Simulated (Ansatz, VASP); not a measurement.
# SnO2: VASP beside Ansatz

```
Sn O
1.0
     3.36541    1.94302    3.85743
    -3.36541    1.94302    3.85743
     0.00000   -3.88604    3.85743
Sn O
4 8
Direct
  0.86468 0.86468 0.86468
  0.36482 0.36482 0.86482
  0.36482 0.86482 0.36482
  0.86482 0.36482 0.36482
  0.12350 0.62335 0.62335
  0.62335 0.12350 0.62335
  0.62335 0.62335 0.12350
  0.60621 0.60621 0.60621
  0.12347 0.12347 0.12347
  0.10609 0.10609 0.60624
  0.10609 0.60624 0.10609
  0.60624 0.10609 0.10609
```

Alike in both runs: task single point; functional PBEsol; k mesh 6 × 6 × 6; occupations gaussian, width 0.05 eV; no spin polarisation.

|  | VASP | Ansatz |
| --- | --- | --- |
| version | VASP 6.6.1 | Ansatz 0.2.0 |
| potentials or method | VASP PAW PBE potentials, release 64 (Sn_d, O), cutoff 520 eV | scalar-relativistic, plane waves, PAW |
| valence electrons in the cell | 104 | 104 |

Ansatz gave:

| Quantity | Value |
| --- | --- |
| gap on the k mesh at the Fermi level (eV) | 0.75 |
| least direct gap on the mesh (eV) | 0.75 |
| pressure (GPa) | -5.2 |
| traceless stress, the component that is largest in VASP (GPa) | 6.93 |
| rms of the force components (eV/Å) | 0.249 |

Problem. What did VASP give for the same quantities?

Solution. gap on the k mesh at the Fermi level (eV): 0.74; least direct gap on the mesh (eV): 0.74; pressure (GPa): -4.6; traceless stress, the component that is largest in VASP (GPa): 6.37; rms of the force components (eV/Å): 0.271.

VASP's potentials were made for PBE, not for PBEsol, and Ansatz warns of the same on its side. Atom by atom the forces differ by 0.022 eV/Å (rms over components). With one functional, cell and mesh, what is left measures potentials, basis and numerics.
